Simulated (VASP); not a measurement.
# LiBeF3 (Amm2) in VASP: a series of runs, part 2 of 2

VASP 6.6.1. Earlier steps stand in the parts before.

## 4. Single point, PBE (11.11 Å³/atom)

This run uses another cell than the first one, of 11.11 Å³/atom.

File INCAR:

```
ALGO = Normal ; EDIFF = 1E-7
ENCUT = 520 ; GGA = PE
ISIF = 2 ; ISMEAR = 0
LASPH = True ; LCHARG = False
LREAL = False ; LWAVE = False
NBANDS = 21 ; NELM = 60
PREC = Accurate ; SIGMA = 0.02
```

File KPOINTS:

```
k-points
0
Gamma
  8 6 6
```

File POSCAR:

```
LiBeF3
1.0
    2.7402326481      0.0000000000      0.0000000000
    0.0000000000      2.5893238340      3.9134909357
    0.0000000000     -2.5893238340      3.9134909357
Li Be F
1 1 3
Direct
    0.5000000000      0.6906661502      0.6906661502
    0.0000000000      0.0544153847      0.0544153847
    0.5000000000      0.9410567456      0.9410567456
    0.0000000000      0.9080531163      0.4053388231
    0.0000000000      0.4053388231      0.9080531163
```

Started as:

```console
> cat potpaw_PBE.64/Li_sv/POTCAR potpaw_PBE.64/Be/POTCAR potpaw_PBE.64/F/POTCAR > POTCAR
> mpirun -np 1 vasp_std > vasp.out
```

Wall time 52 s (1 thread of AMD EPYC 9R45 (Zen 5), shared host); peak memory 0.17 GiB.

It converged, with:

```
Free energy            : -26.7655 eV
Largest force          : 0.034 eV/Å
Band gap on the k mesh : 7.68 eV (least direct gap 7.72 eV)
```

Forces in eV/Å, atoms in the order of the input:
```
Li   0.000  0.000  0.013
Be   0.000  0.000 -0.017
F    0.000  0.000 -0.021
F    0.000 -0.032  0.012
F    0.000  0.032  0.012
```

Levels at points of the mesh, in eV from the valence-band top:
```csv
k point,band 9,band 10,band 11,band 12,band 13,band 14,band 15,band 16,band 17,band 18
"(0.00, 0.00, 0.00)",-0.86,-0.73,-0.30,-0.06,-0.04,7.68,11.79,13.41,14.34,15.23
"(0.50, 0.00, 0.00)",-1.86,-1.61,-1.23,-0.86,-0.07,12.41,12.57,13.95,15.48,16.23
"(0.00, 0.50, 0.00)",-1.67,-1.04,-0.42,-0.26,-0.15,9.53,10.24,12.48,15.56,15.93
"(0.50, 0.50, 0.00)",-2.03,-1.53,-0.85,-0.70,-0.56,12.55,12.78,13.95,14.49,15.74
"(0.00, 0.50, 0.50)",-1.61,-1.34,-0.40,-0.20,-0.05,9.72,11.24,12.83,13.08,16.16
"(0.50, 0.50, 0.50)",-1.74,-1.12,-0.78,-0.75,0.00,12.05,13.03,13.53,14.03,14.81
```

Caveat: the cutoff is under 1.25 times the usual one of these potentials, so pressure, stress and relaxed cells hold a basis-set (Pulay) error. A k mesh can miss the band edges.

## 5. Single point, PBE (11.46 Å³/atom)

This run uses another cell than the first one, of 11.46 Å³/atom.

File INCAR:

```
ALGO = Normal
EDIFF = 1E-6
ENCUT = 520
GGA = PE
ISIF = 2
ISMEAR = 0
LASPH = T
LCHARG = F
LREAL = F
LWAVE = F
NBANDS = 21
NELM = 100
PREC = Accurate
SIGMA = 0.02
```

KPOINTS is that of step 4.

File POSCAR:

```
LiBeF3
1.0
    2.7531956286      0.0000000000      0.0000000000
    0.0000000000      2.6008943396      4.0014946205
    0.0000000000     -2.6008943396      4.0014946205
Li Be F
1 1 3
Direct
    0.5000000000      0.6926780640      0.6926780640
    0.0000000000      0.0545037760      0.0545037760
    0.5000000000      0.9427337828      0.9427337828
    0.0000000000      0.9065360819      0.4030785152
    0.0000000000      0.4030785152      0.9065360819
```

Started as:

```console
> cat potpaw_PBE.64/Li_sv/POTCAR potpaw_PBE.64/Be/POTCAR potpaw_PBE.64/F/POTCAR > POTCAR
> mpirun -np 1 vasp_std > vasp.out
```

Wall time 50 s (1 thread of AMD EPYC 9R45 (Zen 5), shared host); peak memory 0.17 GiB.

Results (log left out):

* Free energy: -26.7895 eV
* Largest force: 0.034 eV/Å
* Band gap on the k mesh: 7.60 eV (least direct gap 7.64 eV)

Forces on the atoms (eV/Å):
```
Li   0.000  0.000  0.017
Be   0.000  0.000 -0.015
F    0.000  0.000 -0.027
F    0.000 -0.031  0.012
F    0.000  0.031  0.012
```

Levels at points of the mesh, in eV from the valence-band top:
| k point | band 10 | band 11 | band 12 | band 13 | band 14 | band 15 | band 16 | band 17 |
| --- | --- | --- | --- | --- | --- | --- | --- | --- |
| (0.00, 0.00, 0.00) | -0.76 | -0.30 | -0.07 | -0.04 | 7.60 | 11.66 | 13.27 | 14.12 |
| (0.50, 0.00, 0.00) | -1.57 | -1.18 | -0.85 | -0.06 | 12.25 | 12.45 | 13.84 | 15.32 |
| (0.00, 0.50, 0.00) | -1.02 | -0.44 | -0.25 | -0.16 | 9.43 | 10.06 | 12.33 | 15.17 |
| (0.50, 0.50, 0.00) | -1.48 | -0.86 | -0.68 | -0.55 | 12.48 | 12.63 | 13.82 | 14.23 |
| (0.00, 0.50, 0.50) | -1.30 | -0.39 | -0.19 | -0.05 | 9.56 | 11.04 | 12.67 | 12.93 |
| (0.50, 0.50, 0.50) | -1.14 | -0.79 | -0.75 | 0.00 | 12.00 | 12.92 | 13.26 | 13.97 |

Caveat: the cutoff is under 1.25 times the usual one of these potentials, so pressure, stress and relaxed cells hold a basis-set (Pulay) error. A k mesh can miss the band edges.

## 6. Single point, PBE

This run uses another cell than the first one, of 11.82 Å³/atom.

File INCAR:

```
SYSTEM = LiBeF3
ALGO     = Normal         ! electronic algorithm
EDIFF    = 1E-7           ! SCF threshold, eV
ENCUT    = 520            ! plane-wave cutoff, eV
GGA      = PE             ! functional
ISIF     = 2              ! what is computed and relaxed
ISMEAR   = 0              ! smearing method
LASPH    = .TRUE.         ! aspherical terms in the spheres
LCHARG   = .FALSE.        ! write CHGCAR
LREAL    = .FALSE.        ! projectors in reciprocal space
LWAVE    = .FALSE.        ! write WAVECAR
NBANDS   = 21             ! bands
NELM     = 60             ! most SCF steps
PREC     = Accurate       ! precision mode
SIGMA    = 0.01           ! smearing width, eV
```

File KPOINTS:

```
k-points
0
G
  8 6 6
  0 0 0
```

File POSCAR:

```
LiBeF3
1.0
    2.7676776223      0.0000000000      0.0000000000
    0.0000000000      2.6139243165      4.0849415815
    0.0000000000     -2.6139243165      4.0849415815
Li Be F
1 1 3
Direct
    0.5000000000      0.6939637138      0.6939637138
    0.0000000000      0.0547781299      0.0547781299
    0.5000000000      0.9446467630      0.9446467630
    0.0000000000      0.9051558360      0.4009857773
    0.0000000000      0.4009857773      0.9051558360
```

Potentials or basis: VASP PAW PBE potentials, release 64 (Li_sv, Be, F).

Started as:

```console
> cat potpaw_PBE.64/Li_sv/POTCAR potpaw_PBE.64/Be/POTCAR potpaw_PBE.64/F/POTCAR > POTCAR
> mpirun -np 1 vasp_std > vasp.out
```

OUTCAR:

```text
SYSTEM = LiBeF3
   EDIFF = 1E-7
   ENCUT = 520
   GGA = PE
   ISIF = 2
   ISMEAR = 0
   LASPH = .TRUE.
   LREAL = .FALSE.
   NELM = 60
   PREC = Accurate

 ion  position               nearest neighbor table
   1  0.500  0.694  0.694-   4 1.94   5 1.94   4 1.94   5 1.94   3 2.05
   2  0.000  0.055  0.055-   4 1.52   5 1.52   3 1.65   3 1.65
   3  0.500  0.945  0.945-   2 1.65   2 1.65   1 2.05
   4  0.000  0.905  0.401-   2 1.52   1 1.94   1 1.94
   5  0.000  0.401  0.905-   2 1.52   1 1.94   1 1.94

  LATTYP: Found a base centered orthorhombic cell.
 ALAT       =     5.2278486330
 B/A-ratio  =     1.5627619957
 C/A-ratio  =     0.5294104356

  Lattice vectors:

 A1 = (   0.0000000000,   2.6139243165,  -4.0849415815)
 A2 = (   0.0000000000,   2.6139243165,   4.0849415815)
 A3 = (   2.7676776223,   0.0000000000,   0.0000000000)

Analysis of symmetry for initial positions (statically):
=====================================================================
 Subroutine PRICEL returns:
 Original cell was already a primitive cell.

 Routine SETGRP: Setting up the symmetry group for a
 base centered orthorhombic supercell.

 Subroutine GETGRP returns: Found  4 space group operations
 (whereof  4 operations were pure point group operations)
 out of a pool of  8 trial point group operations.

The static configuration has the point symmetry C_2v.

Analysis of symmetry for dynamics (positions and initial velocities):
=====================================================================
 Subroutine PRICEL returns:
 Original cell was already a primitive cell.

 Routine SETGRP: Setting up the symmetry group for a
 base centered orthorhombic supercell.

 Subroutine GETGRP returns: Found  4 space group operations
 (whereof  4 operations were pure point group operations)
 out of a pool of  8 trial point group operations.

The dynamic configuration has the point symmetry C_2v.
[... 124 lines left out ...]
     AMIX     =   0.40;   BMIX     =  1.00
     AMIX_MAG =   1.60;   BMIX_MAG =  1.00
  volume/ion in A,a.u.               =      11.82        79.77
  Fermi-wavevector in a.u.,A,eV,Ry     =   1.245063  2.352827 21.091489  1.550181
  Thomas-Fermi vector in A             =   2.379301
   LORBIT       =      0    0 simple, 1 ext, 2 COOP (PROOUT), +10 PAW based schemes
   GGA     = PE    functional components
   LHFCALC =     F    Hartree Fock is set to
   AEXX    =    0.0000 exact exchange contribution
   IVDW    =     0    specifies the selected vdW correction
   LEPSILON=     F    determine dielectric tensor
   LRPA    =     F    only Hartree local field effects (RPA)
 non-spin polarized calculation
 Gauss-broadening in eV      SIGMA  =   0.01
  energy-cutoff  :      520.00
  volume of cell :       59.11
 maximum number of plane-waves:      1610
 NGX is ok and might be reduce to    24
   NGX = 11   NGY = 19   NGZ = 19

 number of electron      25.9999976 magnetization

 Free energy of the ion-electron system (eV)
  ---------------------------------------------------
  ext. energy  EPLUGINS =         0.00000000
  ---------------------------------------------------
  free energy    TOTEN  =       -26.79808268 eV

  energy without entropy =      -26.79808268  energy(sigma->0) =      -26.79808268

 E-fermi :  -3.0602     XC(G=0):  -8.0765

 val. band max:       -3.1864723520   @ k =   0.5000   0.5000   0.5000
 cond. band min:       4.3308969052   @ k =   0.0000   0.0000   0.0000
 fundamental gap:      7.5173692572
 Fermi energy:        -3.0602456408

 k-point     1 :       0.0000    0.0000    0.0000
  band No.  band energies     occupation
      1     -43.9483      2.00000
      2     -24.3664      2.00000
      3     -23.1833      2.00000
      4     -23.0498      2.00000
      5      -7.1133      2.00000
      6      -6.2666      2.00000
[... 565 lines left out ...]
     20      13.6519      0.00000
     21      13.7184      0.00000

 [... further k-points ...]

------------------------ aborting loop because EDIFF is reached ----------------------------------------

  FORCE on cell =-STRESS in cart. coord.  units (eV):
  Direction    XX          YY          ZZ          XY          YZ          ZX
  --------------------------------------------------------------------------------------
  -------------------------------------------------------------------------------------
  Total       -0.0388514     -0.0067083     -0.0737670      0.0000000      0.0000000      0.0000000
  in kB       -1.0531571     -0.1818431     -1.9996235      0.0000000      0.0000000      0.0000000
  external PRESSURE =      -1.0782079 kB  Pullay stress =       0.0000000 kB

 VOLUME and BASIS-vectors are now :
 -----------------------------------------------------------------------------
  energy-cutoff  :      520.00
  volume of cell :       59.11
      direct lattice vectors                 reciprocal lattice vectors
     2.767677622  0.000000000  0.000000000     0.361313757  0.000000000  0.000000000
     0.000000000  2.613924316  4.084941581     0.000000000  0.191283274  0.122400771
     0.000000000 -2.613924316  4.084941581     0.000000000 -0.191283274  0.122400771

 POSITION                                       TOTAL-FORCE (eV/Angst)
 -----------------------------------------------------------------------------------
      1.38384      0.00000      5.66960         0.000000      0.000000      0.013503
      0.00000      0.00000      0.44753         0.000000      0.000000     -0.021853
      1.38384      0.00000      7.71765         0.000000      0.000000     -0.026643
      0.00000      1.31786      5.33551         0.000000     -0.034381      0.017496
      0.00000     -1.31786      5.33551         0.000000      0.034381      0.017496
 -----------------------------------------------------------------------------------
    total drift:                                0.000000     -0.000000      0.000593

  FREE ENERGIE OF THE ION-ELECTRON SYSTEM (eV)
  ---------------------------------------------------
  free  energy   TOTEN  =       -26.7980826762 eV

  energy  without entropy=      -26.7980826762  energy(sigma->0) =      -26.79808268
```

Run time: 58 s. Hardware: 1 thread of AMD EPYC 9R45 (Zen 5), shared host; peak memory 0.19 GiB.

Results:

```yaml
Free_energy: -26.7981 eV
Largest_force: 0.039 eV/Å
Band_gap_on_the_k_mesh: 7.52 eV (least direct gap 7.56 eV)
```

Forces in eV/Å, atoms in the order of the input:
```
Li   0.000  0.000  0.014
Be   0.000  0.000 -0.022
F    0.000  0.000 -0.027
F    0.000 -0.034  0.017
F    0.000  0.034  0.017
```

Levels at points of the mesh, in eV from the valence-band top:
```tsv
k point	band 11	band 12	band 13	band 14	band 15	band 16
(0.00, 0.00, 0.00)	-0.30	-0.07	-0.04	7.52	11.54	13.12
(0.50, 0.00, 0.00)	-1.12	-0.83	-0.05	12.09	12.34	13.73
(0.00, 0.50, 0.00)	-0.44	-0.25	-0.16	9.33	9.89	12.19
(0.50, 0.50, 0.00)	-0.85	-0.65	-0.54	12.41	12.50	13.70
(0.00, 0.50, 0.50)	-0.38	-0.18	-0.05	9.41	10.86	12.52
(0.50, 0.50, 0.50)	-0.78	-0.74	0.00	11.94	12.83	13.00
```

Caveat: the cutoff is under 1.25 times the usual one of these potentials, so pressure, stress and relaxed cells hold a basis-set (Pulay) error. A k mesh can miss the band edges.

## 7. The runs side by side

| cell | smearing | gap on the mesh (eV) | largest force (eV/Å) |
| --- | --- | --- | --- |
| a = 2.718, b = 4.523, c = 4.523 Å, angles 69.2, 90.0, 90.0°, 5 atoms, atomic positions A | gaussian 0.02 eV | 7.85 | 0.03 |
| a = 2.729, b = 4.608, c = 4.608 Å, angles 68.1, 90.0, 90.0°, 5 atoms, atomic positions B | gaussian 0.02 eV | 7.77 | 0.04 |
| a = 2.740, b = 4.693, c = 4.693 Å, angles 67.0, 90.0, 90.0°, 5 atoms, atomic positions C | gaussian 0.02 eV | 7.68 | 0.03 |
| a = 2.753, b = 4.772, c = 4.772 Å, angles 66.0, 90.0, 90.0°, 5 atoms, atomic positions D | gaussian 0.02 eV | 7.60 | 0.03 |
| a = 2.768, b = 4.850, c = 4.850 Å, angles 65.2, 90.0, 90.0°, 5 atoms, atomic positions E | gaussian 0.01 eV | 7.52 | 0.04 |

Alike in all rows: task single point; level PBE; potentials or basis VASP PAW PBE potentials, release 64 (Li_sv, Be, F); no spin polarisation; k mesh 8 × 6 × 6; cutoff (eV) 520.

Caveats: the cutoff is under 1.25 times the usual one of these potentials, so pressure, stress and relaxed cells hold a basis-set (Pulay) error.

Absolute energies hang on the potentials; compare differences alone.
